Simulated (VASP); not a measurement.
# Ta (Im-3m) in VASP: further runs

The runs below take Ta through single point, with PBEsol.

Program: VASP 6.6.1. These are calculated values, not measurements. Logs are shortened: lines on timing, memory, paths and dates and some standing lists are left out, and cuts for length are marked.

**1. The cell of the first run**

The structure is cubic, space group Im-3m (No. 229). Conventional cell: a = 3.247 Å, b = 3.247 Å, c = 3.247 Å, α = 90.00°, β = 90.00°, γ = 90.00°. Ta (site symmetry m-3m) has 14 Ta at 2.81 to 3.25 Å within 3.7 Å.

**2. Single point, PBEsol (volume scaled by 0.97)**

The input, INCAR:

```
SYSTEM = Ta
ALGO = Normal
EDIFF = 1E-6
ENCUT = 520
GGA = PS
ISIF = 2
ISMEAR = 0
LASPH = .True.
LCHARG = .False.
LREAL = .False.
LWAVE = .False.
NBANDS = 12
NELM = 80
PREC = Accurate
SIGMA = 0.1
```

The input, KPOINTS:

```
k-points
0
Gamma
  18 18 18
  0 0 0
```

The input, POSCAR:

```
Ta
1.0
   -1.6236903489      1.6236903489      1.6236903489
    1.6236903489     -1.6236903489      1.6236903489
    1.6236903489      1.6236903489     -1.6236903489
Ta
1
Direct
    0.0000000000      0.0000000000      0.0000000000
```

Potentials or basis: VASP PAW PBE potentials, release 64 (Ta_pv).

The run is started by

```bash
$ cat potpaw_PBE.64/Ta_pv/POTCAR > POTCAR
$ mpirun -np 1 vasp_std > vasp.out
```

OUTCAR:

```text
SYSTEM = Ta
   EDIFF = 1E-6
   ENCUT = 520
   GGA = PS
   ISIF = 2
   ISMEAR = 0
   LASPH = .True.
   LREAL = .False.
   NELM = 80
   PREC = Accurate

 ion  position               nearest neighbor table
   1  0.000  0.000  0.000-

  LATTYP: Found a body centered cubic cell.
 ALAT       =     3.2473806978

  Lattice vectors:

 A1 = (  -1.6236903489,   1.6236903489,   1.6236903489)
 A2 = (   1.6236903489,  -1.6236903489,   1.6236903489)
 A3 = (   1.6236903489,   1.6236903489,  -1.6236903489)

Analysis of symmetry for initial positions (statically):
=====================================================================
 Subroutine PRICEL returns:
 Original cell was already a primitive cell.

 Routine SETGRP: Setting up the symmetry group for a
 body centered cubic supercell.

 Subroutine GETGRP returns: Found 48 space group operations
 (whereof 48 operations were pure point group operations)
 out of a pool of 48 trial point group operations.

The static configuration has the point symmetry O_h .

Analysis of symmetry for dynamics (positions and initial velocities):
=====================================================================
 Subroutine PRICEL returns:
 Original cell was already a primitive cell.

 Routine SETGRP: Setting up the symmetry group for a
 body centered cubic supercell.

 Subroutine GETGRP returns: Found 48 space group operations
 (whereof 48 operations were pure point group operations)
 out of a pool of 48 trial point group operations.

The dynamic configuration has the point symmetry O_h .

 Subroutine INISYM returns: Found 48 space group operations
 (whereof 48 operations are pure point group operations),
 and found     1 'primitive' translations

----------------------------------------------------------------------------------------

                                     Primitive cell

  volume of cell :      17.1226

  direct lattice vectors                    reciprocal lattice vectors
    -1.623690349  1.623690349  1.623690349     0.000000000  0.307940489  0.307940489
     1.623690349 -1.623690349  1.623690349     0.307940489  0.000000000  0.307940489
     1.623690349  1.623690349 -1.623690349     0.307940489  0.307940489  0.000000000

  length of vectors
     2.812314180  2.812314180  2.812314180     0.435493616  0.435493616  0.435493616

  position of ions in fractional coordinates (direct lattice)
     0.000000000  0.000000000  0.000000000

  ion indices of the primitive-cell ions
   primitive index   ion index
                 1           1

----------------------------------------------------------------------------------------

 KPOINTS: k-points

Automatic generation of k-mesh.
 Grid dimensions read from file:
 generate k-points for:   18   18   18

 Generating k-lattice:

  Cartesian coordinates                     Fractional coordinates (reciprocal lattice)
     0.000000000  0.017107805  0.017107805     0.055555556  0.000000000  0.000000000
     0.017107805  0.000000000  0.017107805     0.000000000  0.055555556  0.000000000
     0.017107805  0.017107805  0.000000000     0.000000000  0.000000000  0.055555556

  Length of vectors
     0.024194090  0.024194090  0.024194090

  Shift w.r.t. Gamma in fractional coordinates (k-lattice)
     0.000000000  0.000000000  0.000000000

 Subroutine IBZKPT returns following result:
 ===========================================

 Found    195 irreducible k-points:

 Following reciprocal coordinates:
            Coordinates               Weight
  0.000000  0.000000  0.000000      1.000000
  0.055556  0.000000  0.000000     12.000000
  0.111111  0.000000  0.000000     12.000000
  0.166667  0.000000  0.000000     12.000000
  0.222222  0.000000  0.000000     12.000000
  0.277778  0.000000  0.000000     12.000000
[... 16 lines left out ...]
  0.333333  0.111111  0.000000     48.000000
  0.388889  0.111111  0.000000     48.000000
 [... further k-points ...]
   k-points           NKPTS =    195   k-points in BZ     NKDIM =    195   number of bands    NBANDS=     12
   number of dos      NEDOS =    301   number of ions     NIONS =      1
   total plane-waves  NPLWV =  13824
   dimension x,y,z NGX =    24 NGY =   24 NGZ =   24
   dimension x,y,z NGXF=    48 NGYF=   48 NGZF=   48
   ions per type =               1
   NGX,Y,Z   is equivalent  to a cutoff of  14.19, 14.19, 14.19 a.u.
   NGXF,Y,Z  is equivalent  to a cutoff of  28.37, 28.37, 28.37 a.u.
 SYSTEM =  Ta
   PREC   = accura    normal or accurate (medium, high low for compatibility)
   ISTART =      0    job   : 0-new  1-cont  2-samecut
   ICHARG =      2    charge: 1-file 2-atom 10-const
   ISPIN  =      1    spin polarized calculation?
   LNONCOLLINEAR =      F non collinear calculations
   LSORBIT =      F    spin-orbit coupling
   LASPH  =      T    aspherical Exc in radial PAW
   ENCUT  =  520.0 eV  38.22 Ry    6.18 a.u.   5.23  5.23  5.23*2*pi/ulx,y,z
   NELM   =     80;   NELMIN=  2; NELMDL= -5     # of ELM steps
   EDIFF  = 0.1E-05   stopping-criterion for ELM
   LREAL  =      F    real-space projection
   EDIFFG = 0.1E-04   stopping-criterion for IOM
   NSW    =      0    number of steps for IOM
   IBRION =     -1    ionic relax: 0-MD 1-quasi-New 2-CG
   NFREE  =      0    steps in history (QN), initial steepest desc. (CG)
   ISIF   =      2    stress and relaxation
   ISYM   =      2    0-nonsym 1-usesym 2-fastsym
   POTIM  = 0.5000    time-step for ionic-motion
   TEBEG  =    0.0;   TEEND  =   0.0 temperature during run
   PSTRESS=    0.0 pullay stress
   NELECT =      11.0000    total number of electrons
   NUPDOWN=      -1.0000    fix difference up-down
   EMIN   =  10.00;   EMAX   =-10.00  energy-range for DOS
   EFERMI =   0.00;   METHOD = LEGACY
   ISMEAR =     0;   SIGMA  =   0.10  broadening in eV -4-tet -1-fermi 0-gaus
   EFERMI_NEDOS =   21; number of points for ismear=-14 and -15
   IALGO  =     38    algorithm
   IMIX   =      4    mixing-type and parameters
     AMIX     =   0.40;   BMIX     =  1.00
     AMIX_MAG =   1.60;   BMIX_MAG =  1.00
  volume/ion in A,a.u.               =      17.12       115.55
  Fermi-wavevector in a.u.,A,eV,Ry     =   1.412589  2.669406 27.149174  1.995408
  Thomas-Fermi vector in A             =   2.534322
   LORBIT       =      0    0 simple, 1 ext, 2 COOP (PROOUT), +10 PAW based schemes
   GGA     = PS    functional components
   LHFCALC =     F    Hartree Fock is set to
   AEXX    =    0.0000 exact exchange contribution
   IVDW    =     0    specifies the selected vdW correction
   LEPSILON=     F    determine dielectric tensor
   LRPA    =     F    only Hartree local field effects (RPA)
 non-spin polarized calculation
 Gauss-broadening in eV      SIGMA  =   0.10
  energy-cutoff  :      520.00
  volume of cell :       17.12
 maximum number of plane-waves:       474
 NGX is ok and might be reduce to    24
   NGX = 11   NGY = 11   NGZ = 11

 number of electron      10.9999999 magnetization

 Free energy of the ion-electron system (eV)
  ---------------------------------------------------
  ext. energy  EPLUGINS =         0.00000000
  ---------------------------------------------------
  free energy    TOTEN  =       -12.54371922 eV

  energy without entropy =      -12.53814262  energy(sigma->0) =      -12.54093092

 E-fermi :   5.7383     XC(G=0): -12.9894

 val. band max:        5.7319379397   @ k =  -0.2778   0.3889   0.1111
 cond. band min:       5.7427832539   @ k =  -0.2222   0.2222   0.0556
 fundamental gap:      0.0108453142
 Fermi energy:         5.7383448858

 k-point     1 :       0.0000    0.0000    0.0000
  band No.  band energies     occupation
      1     -27.0833      2.00000
      2     -27.0833      2.00000
      3     -27.0833      2.00000
      4      -2.3858      2.00000
      5       6.4536      0.00000
      6       6.4536      0.00000
      7       6.4536      0.00000
      8       9.9074      0.00000
      9       9.9074      0.00000
     10      20.5768      0.00000
     11      21.0160      0.00000
     12      21.0160      0.00000

 k-point     2 :       0.0556    0.0000    0.0000
  band No.  band energies     occupation
      1     -27.1296      2.00000
      2     -27.0973      2.00000
      3     -27.0836      2.00000
      4      -2.2377      2.00000
      5       6.3560      0.00000
      6       6.4267      0.00000
      7       6.5987      0.00000
      8       9.7437      0.00000
      9       9.9068      0.00000
     10      20.5768      0.00000
     11      21.1531      0.00000
     12      21.2732      0.00000

 k-point     3 :       0.1111    0.0000    0.0000
  band No.  band energies     occupation
      1     -27.2613      2.00000
      2     -27.1374      2.00000
      3     -27.0845      2.00000
      4      -1.8102      2.00000
      5       6.0879      0.00000
      6       6.3121      0.00000
      7       7.0294      0.00000
      8       9.4053      0.00000
      9       9.9138      0.00000
     10      20.5762      0.00000
     11      21.5032      0.00000
     12      22.0184      0.00000

 k-point     4 :       0.1667    0.0000    0.0000
  band No.  band energies     occupation
      1     -27.4582      2.00000
      2     -27.1982      2.00000
      3     -27.0859      2.00000
      4      -1.1564      2.00000
      5       5.7087      1.32456
      6       6.0574      0.00001
      7       7.7321      0.00000
      8       9.1797      0.00000
      9       9.9499      0.00000
     10      20.5751      0.00000
     11      21.8328      0.00000
     12      23.1863      0.00000

 k-point     5 :       0.2222    0.0000    0.0000
  band No.  band energies     occupation
      1     -27.6922      2.00000
      2     -27.2720      2.00000
      3     -27.0876      2.00000
      4      -0.3754      2.00000
      5       5.2858      2.00000
      6       5.7318      1.07379
      7       8.6828      0.00000
      8       9.2054      0.00000
      9      10.0379      0.00000
     10      20.5725      0.00000
     11      21.6870      0.00000
     12      23.7522      0.00000

 k-point     6 :       0.2778    0.0000    0.0000
  band No.  band energies     occupation
      1     -27.9328      2.00000
      2     -27.3494      2.00000
      3     -27.0896      2.00000
      4       0.3696      2.00000
      5       4.8763      2.00000
      6       5.5649      1.98584
      7       9.4198      0.00000
      8       9.8429      0.00000
      9      10.1905      0.00000
     10      20.5648      0.00000
     11      20.8844      0.00000
     12      22.6108      0.00000

 k-point     7 :       0.3333    0.0000    0.0000
  band No.  band energies     occupation
      1     -28.1518      2.00000
      2     -27.4212      2.00000
      3     -27.0914      2.00000
      4       0.8798      2.00000
      5       4.5222      2.00000
      6       5.7959      0.41541
      7       9.6907      0.00000
      8      10.4015      0.00000
      9      11.1480      0.00000
     10      19.8200      0.00000
     11      20.5116      0.00000
     12      21.1179      0.00000

 k-point     8 :       0.3889    0.0000    0.0000
  band No.  band energies     occupation
      1     -28.3255      2.00000
      2     -27.4790      2.00000
      3     -27.0929      2.00000
      4       1.0870      2.00000
      5       4.2520      2.00000
      6       6.4460      0.00000
      7       9.8793      0.00000
      8      10.6378      0.00000
      9      12.4785      0.00000
     10      18.8509      0.00000
     11      19.6000      0.00000
     12      20.6237      0.00000
[... 166 lines left out ...]
 k-point    20 :       0.1667    0.1111    0.0000
  band No.  band energies     occupation
      1     -27.7592      2.00000
      2     -27.2747      2.00000
      3     -27.1392      2.00000
      4      -0.0120      2.00000
      5       5.2528      2.00000
      6       5.3947      2.00000
      7       8.8383      0.00000
      8       9.2459      0.00000
      9      10.3950      0.00000
     10      20.5703      0.00000
     11      22.1896      0.00000
     12      23.1346      0.00000

 k-point    21 :       0.2222    0.1111    0.0000
  band No.  band energies     occupation
      1     -27.9638      2.00000
      2     -27.3641      2.00000
      3     -27.1459      2.00000
      4       0.7476      2.00000
      5       4.8536      2.00000
      6       5.2199      2.00000
      7       9.0095      0.00000
      8      10.4305      0.00000
      9      10.5845      0.00000
     10      20.5497      0.00000
     11      21.0410      0.00000
     12      22.7893      0.00000

 k-point    22 :       0.2778    0.1111    0.0000
  band No.  band energies     occupation
      1     -28.1490      2.00000
      2     -27.4507      2.00000
      3     -27.1503      2.00000
      4       1.2913      2.00000
      5       4.5362      2.00000
      6       5.3681      2.00000
      7       9.3142      0.00000
      8      10.7220      0.00000
      9      11.7538      0.00000
     10      19.8302      0.00000
     11      20.5780      0.00000
     12      21.4683      0.00000

 k-point    23 :       0.3333    0.1111    0.0000
  band No.  band energies     occupation
      1     -28.2957      2.00000
      2     -27.5219      2.00000
      3     -27.1534      2.00000
      4       1.5146      2.00000
      5       4.3059      2.00000
      6       5.9079      0.01651
      7       9.5995      0.00000
      8      10.8619      0.00000
      9      13.0673      0.00000
     10      18.8285      0.00000
     11      20.0067      0.00000
     12      20.6202      0.00000

 k-point    24 :       0.3889    0.1111    0.0000
  band No.  band energies     occupation
      1     -28.3897      2.00000
      2     -27.5683      2.00000
      3     -27.1553      2.00000
      4       1.5451      2.00000
      5       4.1643      2.00000
      6       6.5588      0.00000
      7       9.6754      0.00000
      8      11.0719      0.00000
      9      14.1474      0.00000
     10      17.9597      0.00000
     11      19.1271      0.00000
     12      20.5993      0.00000

 [... further k-points ...]
[... 5 lines left out ...]
  --------------------------------------------------------------------------------------
  -------------------------------------------------------------------------------------
  Total        0.7426395      0.7426395      0.7426395      0.0000000     -0.0000000      0.0000000
  in kB       69.4894677     69.4894677     69.4894677      0.0000000     -0.0000000      0.0000000
  external PRESSURE =      69.4894677 kB  Pullay stress =       0.0000000 kB

 VOLUME and BASIS-vectors are now :
 -----------------------------------------------------------------------------
  energy-cutoff  :      520.00
  volume of cell :       17.12
      direct lattice vectors                 reciprocal lattice vectors
    -1.623690349  1.623690349  1.623690349     0.000000000  0.307940489  0.307940489
     1.623690349 -1.623690349  1.623690349     0.307940489  0.000000000  0.307940489
     1.623690349  1.623690349 -1.623690349     0.307940489  0.307940489  0.000000000

 POSITION                                       TOTAL-FORCE (eV/Angst)
 -----------------------------------------------------------------------------------
      0.00000      0.00000      0.00000        -0.000000     -0.000000     -0.000000
 -----------------------------------------------------------------------------------
    total drift:                                0.000000      0.000000      0.000000

  FREE ENERGIE OF THE ION-ELECTRON SYSTEM (eV)
  ---------------------------------------------------
  free  energy   TOTEN  =       -12.5437192185 eV

  energy  without entropy=      -12.5381426194  energy(sigma->0) =      -12.54093092
```

It took 42 s on 1 thread of AMD EPYC 7R43 (Zen 3), shared host; peak memory 0.13 GiB.

Results:

- Free energy: -12.5437 eV
- Pressure: 6.9 GPa

Levels at points of the mesh, in eV from the Fermi level:
| k point | band 1 | band 2 | band 3 | band 4 | band 5 | band 6 | band 7 | band 8 | band 9 | band 10 |
| --- | --- | --- | --- | --- | --- | --- | --- | --- | --- | --- |
| (0.00, 0.00, 0.00) | -32.82 | -32.82 | -32.82 | -8.12 | 0.72 | 0.72 | 0.72 | 4.17 | 4.17 | 14.84 |
| (0.50, 0.00, 0.00) | -34.21 | -33.27 | -32.83 | -4.62 | -1.71 | 1.86 | 4.08 | 5.17 | 8.32 | 12.20 |
| (0.50, 0.50, 0.50) | -33.78 | -33.78 | -33.78 | -4.13 | -4.13 | 7.27 | 7.27 | 7.27 | 9.14 | 9.14 |

Caveat: the cell differs from its parent crystal (volume scaled by 0.97); the PAW data sets were made with another functional, which shifts forces and pressure a little; spin-orbit coupling is left out, which moves the levels of the heavy elements.

**3. Single point, PBEsol**

This run uses another cell than the first one, of 17.65 Å³/atom, 1.031 times its volume.

The input, INCAR:

```
SYSTEM = Ta
PREC = Accurate
ENCUT = 520
EDIFF = 1E-6
ISMEAR = 0
SIGMA = 0.1
LREAL = .False.
LASPH = .True.
NELM = 80
ALGO = Fast
ISIF = 2
LWAVE = .False.
LCHARG = .False.
GGA = PS
NBANDS = 12
```

The input, KPOINTS:

```
Automatic mesh
0
Gamma
  18 18 18
  0 0 0
```

The input, POSCAR:

```
Ta
1.0
   -1.6402597622      1.6402597622      1.6402597622
    1.6402597622     -1.6402597622      1.6402597622
    1.6402597622      1.6402597622     -1.6402597622
Ta
1
Direct
    0.0000000000      0.0000000000      0.0000000000
```

Potentials or basis: VASP PAW PBE potentials, release 64 (Ta_pv).

The run is started by

```bash
$ cat potpaw_PBE.64/Ta_pv/POTCAR > POTCAR
$ mpirun -np 1 vasp_std > vasp.out
```

Wall time 51 s (1 thread of AMD EPYC 7R43 (Zen 3), shared host); peak memory 0.13 GiB.

Results (log left out):

| Property | Result |
| --- | --- |
| Free energy | -12.5554 eV |
| Pressure | 0.2 GPa |

Levels at points of the mesh, in eV from the Fermi level:
```tsv
k point	band 2	band 3	band 4	band 5	band 6	band 7	band 8	band 9
(0.00, 0.00, 0.00)	-32.95	-32.95	-8.02	0.71	0.71	0.71	4.05	4.05
(0.50, 0.00, 0.00)	-33.36	-32.96	-4.49	-1.62	1.70	3.95	5.00	8.00
(0.50, 0.50, 0.50)	-33.83	-33.83	-3.94	-3.94	7.00	7.00	7.00	8.84
```

Caveat: the PAW data sets were made with another functional, which shifts forces and pressure a little; spin-orbit coupling is left out, which moves the levels of the heavy elements.

**4. Single point, PBEsol**

This run uses another cell than the first one, of 17.65 Å³/atom, 1.031 times its volume.

The input, INCAR:

```
ALGO     = Normal         # electronic algorithm
EDIFF    = 1E-7           # SCF threshold, eV
ENCUT    = 520            # plane-wave cutoff, eV
GGA      = PS             # functional
ISIF     = 2              # what is computed and relaxed
ISMEAR   = 0              # smearing method
LASPH    = T              # aspherical terms in the spheres
LCHARG   = T              # write CHGCAR
LELF     = T              # ELF
LREAL    = F              # projectors in reciprocal space
LVHAR    = T            
LWAVE    = F              # write WAVECAR
NBANDS   = 12             # bands
NELM     = 80             # most SCF steps
PREC     = Accurate       # precision mode
SIGMA    = 0.1            # smearing width, eV
```

The input, KPOINTS:

```
k-points
0
Gamma
  18 18 18
```

POSCAR is that of step 3.

The run is started by

```bash
$ cat potpaw_PBE.64/Ta_pv/POTCAR > POTCAR
$ mpirun -np 1 vasp_std > vasp.out
```

It took 42 s on 1 thread of AMD EPYC 7R43 (Zen 3), shared host; peak memory 0.13 GiB.

The run converged. Its results:

| Property | Result |
| --- | --- |
| Free energy | -12.5554 eV |
| Pressure | 0.2 GPa |

Levels at points of the mesh, in eV from the Fermi level:
```tsv
k point	band 2	band 3	band 4	band 5	band 6	band 7	band 8	band 9
(0.00, 0.00, 0.00)	-32.95	-32.95	-8.02	0.71	0.71	0.71	4.05	4.05
(0.50, 0.00, 0.00)	-33.36	-32.96	-4.49	-1.62	1.70	3.95	5.00	8.00
(0.50, 0.50, 0.50)	-33.83	-33.83	-3.94	-3.94	7.00	7.00	7.00	8.84
```

Caveat: the PAW data sets were made with another functional, which shifts forces and pressure a little; spin-orbit coupling is left out, which moves the levels of the heavy elements.

(Part 1 of 2 ends here.)
